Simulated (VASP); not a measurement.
# InO3 (ReO3 type) (Pm-3m) in VASP: further runs

The runs below take InO3 (ReO3 type) through single point, with PBE.

All numbers are computed with VASP 6.6.1; they aren't measurements. Logs are shortened: lines on timing, memory, paths and dates and some standing lists are left out, and cuts for length are marked.

## Step 1: The cell of the first run

Symmetry: Pm-3m, No. 221, cubic system. Conventional cell: a = 4.184 Å, b = 4.184 Å, c = 4.184 Å, α = 90.00°, β = 90.00°, γ = 90.00°. In (site symmetry m-3m) has 6 O at 2.09 Å within 2.8 Å. Within 2.8 Å of O (site symmetry 4/mmm) lie 2 In at 2.09 Å.

## Step 2: Single point, PBE

INCAR reads:

```
ALGO = Normal
EDIFF = 1E-6
ENCUT = 520
GGA = PE
ISIF = 2
ISMEAR = -1
LASPH = True
LCHARG = False
LREAL = False
LWAVE = False
NBANDS = 24
NELM = 100
PREC = Accurate
SIGMA = 0.06122561905347299
```

KPOINTS reads:

```
k-points
0
Gamma
  13 13 13
```

POSCAR reads:

```
InO3
1.0
    4.1842631586      0.0000000000      0.0000000000
    0.0000000000      4.1842631586      0.0000000000
    0.0000000000      0.0000000000      4.1842631586
In O
1 3
Direct
    0.0000000000      0.0000000000      0.0000000000
    0.5000000000      0.0000000000      0.0000000000
    0.0000000000      0.5000000000      0.0000000000
    0.0000000000      0.0000000000      0.5000000000
```

Potentials or basis: VASP PAW PBE potentials, release 64 (In_d, O).

Command:

```console
$ cat potpaw_PBE.64/In_d/POTCAR potpaw_PBE.64/O/POTCAR > POTCAR
$ mpirun -np 1 vasp_std > vasp.out
```

OUTCAR:

```text
EDIFF = 1E-6
   ENCUT = 520
   GGA = PE
   ISIF = 2
   ISMEAR = -1
   LASPH = True
   LREAL = False
   NELM = 100
   PREC = Accurate

 ion  position               nearest neighbor table
   1  0.000  0.000  0.000-   2 2.09   3 2.09   4 2.09   4 2.09   3 2.09   2 2.09
   2  0.500  0.000  0.000-   1 2.09   1 2.09
   3  0.000  0.500  0.000-   1 2.09   1 2.09
   4  0.000  0.000  0.500-   1 2.09   1 2.09

  LATTYP: Found a simple cubic cell.
 ALAT       =     4.1842631586

  Lattice vectors:

 A1 = (   4.1842631586,   0.0000000000,   0.0000000000)
 A2 = (   0.0000000000,   4.1842631586,   0.0000000000)
 A3 = (   0.0000000000,   0.0000000000,   4.1842631586)

Analysis of symmetry for initial positions (statically):
=====================================================================
 Subroutine PRICEL returns:
 Original cell was already a primitive cell.

 Routine SETGRP: Setting up the symmetry group for a
 simple cubic supercell.

 Subroutine GETGRP returns: Found 48 space group operations
 (whereof 48 operations were pure point group operations)
 out of a pool of 48 trial point group operations.

The static configuration has the point symmetry O_h .

Analysis of symmetry for dynamics (positions and initial velocities):
=====================================================================
 Subroutine PRICEL returns:
 Original cell was already a primitive cell.

 Routine SETGRP: Setting up the symmetry group for a
 simple cubic supercell.

 Subroutine GETGRP returns: Found 48 space group operations
 (whereof 48 operations were pure point group operations)
 out of a pool of 48 trial point group operations.

The dynamic configuration has the point symmetry O_h .

 Subroutine INISYM returns: Found 48 space group operations
 (whereof 48 operations are pure point group operations),
 and found     1 'primitive' translations

----------------------------------------------------------------------------------------

                                     Primitive cell

  volume of cell :      73.2583

  direct lattice vectors                    reciprocal lattice vectors
     4.184263159  0.000000000  0.000000000     0.238990704  0.000000000  0.000000000
     0.000000000  4.184263159  0.000000000     0.000000000  0.238990704  0.000000000
     0.000000000  0.000000000  4.184263159     0.000000000  0.000000000  0.238990704

  length of vectors
     4.184263159  4.184263159  4.184263159     0.238990704  0.238990704  0.238990704

  position of ions in fractional coordinates (direct lattice)
     0.000000000  0.000000000  0.000000000
     0.500000000  0.000000000  0.000000000
     0.000000000  0.500000000  0.000000000
     0.000000000  0.000000000  0.500000000

  ion indices of the primitive-cell ions
   primitive index   ion index
                 1           1
                 2           2
                 3           3
                 4           4

----------------------------------------------------------------------------------------

 KPOINTS: k-points

Automatic generation of k-mesh.
 Grid dimensions read from file:
 generate k-points for:   13   13   13

 Generating k-lattice:

  Cartesian coordinates                     Fractional coordinates (reciprocal lattice)
     0.018383900  0.000000000  0.000000000     0.076923077  0.000000000  0.000000000
     0.000000000  0.018383900  0.000000000     0.000000000  0.076923077  0.000000000
     0.000000000  0.000000000  0.018383900     0.000000000  0.000000000  0.076923077

  Length of vectors
     0.018383900  0.018383900  0.018383900

  Shift w.r.t. Gamma in fractional coordinates (k-lattice)
     0.000000000  0.000000000  0.000000000

 Subroutine IBZKPT returns following result:
 ===========================================

 Found     84 irreducible k-points:

 Following reciprocal coordinates:
            Coordinates               Weight
  0.000000  0.000000  0.000000      1.000000
  0.076923  0.000000  0.000000      6.000000
  0.153846  0.000000  0.000000      6.000000
  0.230769  0.000000  0.000000      6.000000
  0.307692  0.000000  0.000000      6.000000
  0.384615  0.000000  0.000000      6.000000
[... 16 lines left out ...]
  0.307692  0.307692  0.000000     12.000000
  0.384615  0.307692  0.000000     24.000000
 [... further k-points ...]
   k-points           NKPTS =     84   k-points in BZ     NKDIM =     84   number of bands    NBANDS=     24
   number of dos      NEDOS =    301   number of ions     NIONS =      4
   total plane-waves  NPLWV =  32768
   dimension x,y,z NGX =    32 NGY =   32 NGZ =   32
   dimension x,y,z NGXF=    64 NGYF=   64 NGZF=   64
   ions per type =               1   3
   NGX,Y,Z   is equivalent  to a cutoff of  12.71, 12.71, 12.71 a.u.
   NGXF,Y,Z  is equivalent  to a cutoff of  25.43, 25.43, 25.43 a.u.
 SYSTEM =  unknown system
   PREC   = accura    normal or accurate (medium, high low for compatibility)
   ISTART =      0    job   : 0-new  1-cont  2-samecut
   ICHARG =      2    charge: 1-file 2-atom 10-const
   ISPIN  =      1    spin polarized calculation?
   LNONCOLLINEAR =      F non collinear calculations
   LSORBIT =      F    spin-orbit coupling
   LASPH  =      T    aspherical Exc in radial PAW
   ENCUT  =  520.0 eV  38.22 Ry    6.18 a.u.   7.78  7.78  7.78*2*pi/ulx,y,z
   NELM   =    100;   NELMIN=  2; NELMDL= -5     # of ELM steps
   EDIFF  = 0.1E-05   stopping-criterion for ELM
   LREAL  =      F    real-space projection
   EDIFFG = 0.1E-04   stopping-criterion for IOM
   NSW    =      0    number of steps for IOM
   IBRION =     -1    ionic relax: 0-MD 1-quasi-New 2-CG
   NFREE  =      0    steps in history (QN), initial steepest desc. (CG)
   ISIF   =      2    stress and relaxation
   ISYM   =      2    0-nonsym 1-usesym 2-fastsym
   POTIM  = 0.5000    time-step for ionic-motion
   TEBEG  =    0.0;   TEEND  =   0.0 temperature during run
   PSTRESS=    0.0 pullay stress
   NELECT =      31.0000    total number of electrons
   NUPDOWN=      -1.0000    fix difference up-down
   EMIN   =  10.00;   EMAX   =-10.00  energy-range for DOS
   EFERMI =   0.00;   METHOD = LEGACY
   ISMEAR =    -1;   SIGMA  =   0.06  broadening in eV -4-tet -1-fermi 0-gaus
   EFERMI_NEDOS =   21; number of points for ismear=-14 and -15
   IALGO  =     38    algorithm
   IMIX   =      4    mixing-type and parameters
     AMIX     =   0.40;   BMIX     =  1.00
     AMIX_MAG =   1.60;   BMIX_MAG =  1.00
  volume/ion in A,a.u.               =      18.31       123.59
  Fermi-wavevector in a.u.,A,eV,Ry     =   1.229069  2.322604 20.553118  1.510612
  Thomas-Fermi vector in A             =   2.363971
   LORBIT       =      0    0 simple, 1 ext, 2 COOP (PROOUT), +10 PAW based schemes
   GGA     = PE    functional components
   LHFCALC =     F    Hartree Fock is set to
   AEXX    =    0.0000 exact exchange contribution
   IVDW    =     0    specifies the selected vdW correction
   LEPSILON=     F    determine dielectric tensor
   LRPA    =     F    only Hartree local field effects (RPA)
 non-spin polarized calculation
  energy-cutoff  :      520.00
  volume of cell :       73.26
 maximum number of plane-waves:      1998
 NGX is ok and might be reduce to    32
   NGX = 15   NGY = 15   NGZ = 15

 number of electron      31.0000007 magnetization

 Free energy of the ion-electron system (eV)
  ---------------------------------------------------
  ext. energy  EPLUGINS =         0.00000000
  ---------------------------------------------------
  free energy    TOTEN  =       -16.21536680 eV

  energy without entropy =      -16.10670553  energy(sigma->0) =      -16.16103616

 E-fermi :  -1.1675     XC(G=0):  -8.2268

 val. band max:       -1.1715367519   @ k =   0.4615   0.3846   0.2308
 cond. band min:      -1.1636742193   @ k =   0.3846   0.1538   0.1538
 fundamental gap:      0.0078625326
 Fermi energy:        -1.1675012434

 k-point     1 :       0.0000    0.0000    0.0000
  band No.  band energies     occupation
      1     -18.0014      2.00000
      2     -17.5856      2.00000
      3     -17.5856      2.00000
      4     -12.6900      2.00000
      5     -12.6900      2.00000
      6     -12.6900      2.00000
[... 16 lines left out ...]
     23      13.1187      0.00000
     24      13.1187      0.00000

 k-point     2 :       0.0769    0.0000    0.0000
  band No.  band energies     occupation
      1     -17.9865      2.00000
      2     -17.5854      2.00000
      3     -17.5704      2.00000
      4     -12.6930      2.00000
      5     -12.6930      2.00000
      6     -12.6900      2.00000
[... 16 lines left out ...]
     23      13.1234      0.00000
     24      13.6620      0.00000

 k-point     3 :       0.1538    0.0000    0.0000
  band No.  band energies     occupation
      1     -17.9492      2.00000
      2     -17.5843      2.00000
      3     -17.5212      2.00000
      4     -12.7011      2.00000
      5     -12.7011      2.00000
      6     -12.6898      2.00000
[... 16 lines left out ...]
     23      13.3147      0.00000
     24      14.1551      0.00000

 k-point     4 :       0.2308    0.0000    0.0000
  band No.  band energies     occupation
      1     -17.9072      2.00000
      2     -17.5826      2.00000
      3     -17.4326      2.00000
      4     -12.7125      2.00000
      5     -12.7125      2.00000
      6     -12.6896      2.00000
[... 16 lines left out ...]
     23      13.6036      0.00000
     24      14.4126      0.00000

 k-point     5 :       0.3077    0.0000    0.0000
  band No.  band energies     occupation
      1     -17.8743      2.00000
      2     -17.5810      2.00000
      3     -17.3136      2.00000
      4     -12.7245      2.00000
      5     -12.7245      2.00000
      6     -12.6893      2.00000
[... 451 lines left out ...]
 k-point    22 :       0.4615    0.2308    0.0000
  band No.  band energies     occupation
      1     -17.7434      2.00000
      2     -17.4341      2.00000
      3     -17.1124      2.00000
      4     -13.0249      2.00000
      5     -12.7651      2.00000
      6     -12.7394      2.00000
[... 16 lines left out ...]
     23      12.7202      0.00000
     24      13.9570      0.00000

 k-point    23 :       0.3077    0.3077    0.0000
  band No.  band energies     occupation
      1     -17.7400      2.00000
      2     -17.3411      2.00000
      3     -17.2814      2.00000
      4     -12.7930      2.00000
      5     -12.7619      2.00000
      6     -12.7239      2.00000
[... 16 lines left out ...]
     23      12.6113      0.00000
     24      14.0209      0.00000

 k-point    24 :       0.3846    0.3077    0.0000
  band No.  band energies     occupation
      1     -17.7246      2.00000
      2     -17.3127      2.00000
      3     -17.1841      2.00000
      4     -12.9928      2.00000
      5     -12.7726      2.00000
      6     -12.7335      2.00000
[... 16 lines left out ...]
     23      12.8062      0.00000
     24      13.9709      0.00000

 [... further k-points ...]

------------------------ aborting loop because EDIFF is reached ----------------------------------------

  FORCE on cell =-STRESS in cart. coord.  units (eV):
  Direction    XX          YY          ZZ          XY          YZ          ZX
  --------------------------------------------------------------------------------------
  -------------------------------------------------------------------------------------
  Total        0.7159959      0.7159959      0.7159959      0.0000000      0.0000000     -0.0000000
  in kB       15.6590053     15.6590053     15.6590053      0.0000000      0.0000000     -0.0000000
  external PRESSURE =      15.6590053 kB  Pullay stress =       0.0000000 kB

 VOLUME and BASIS-vectors are now :
 -----------------------------------------------------------------------------
  energy-cutoff  :      520.00
  volume of cell :       73.26
      direct lattice vectors                 reciprocal lattice vectors
     4.184263159  0.000000000  0.000000000     0.238990704  0.000000000  0.000000000
     0.000000000  4.184263159  0.000000000     0.000000000  0.238990704  0.000000000
     0.000000000  0.000000000  4.184263159     0.000000000  0.000000000  0.238990704

 POSITION                                       TOTAL-FORCE (eV/Angst)
 -----------------------------------------------------------------------------------
      0.00000      0.00000      0.00000         0.000000      0.000000      0.000000
      2.09213      0.00000      0.00000         0.000000      0.000000      0.000000
      0.00000      2.09213      0.00000         0.000000      0.000000      0.000000
      0.00000      0.00000      2.09213         0.000000      0.000000      0.000000
 -----------------------------------------------------------------------------------
    total drift:                                0.000000      0.000000     -0.000000

  FREE ENERGIE OF THE ION-ELECTRON SYSTEM (eV)
  ---------------------------------------------------
  free  energy   TOTEN  =       -16.2153667960 eV

  energy  without entropy=      -16.1067055336  energy(sigma->0) =      -16.16103616
```

Run time: 36 s. Hardware: 1 thread of Intel Xeon 6975P-C (Granite Rapids), shared host; peak memory 0.25 GiB.

What came out:

```yaml
Free_energy: -16.2154 eV
Pressure: 1.6 GPa
```

Levels at points of the mesh, in eV from the Fermi level:
| k point | band 14 | band 15 | band 16 | band 17 | band 18 | band 19 |
| --- | --- | --- | --- | --- | --- | --- |
| (0.00, 0.00, 0.00) | -0.27 | -0.25 | -0.25 | -0.25 | 4.05 | 8.68 |

Caveat: spin-orbit coupling is left out, which moves the levels of the heavy elements; an odd number of electrons without spin polarisation forces a metal; a magnetic or distorted state may lie lower.

(Part 1 of 3 ends here.)
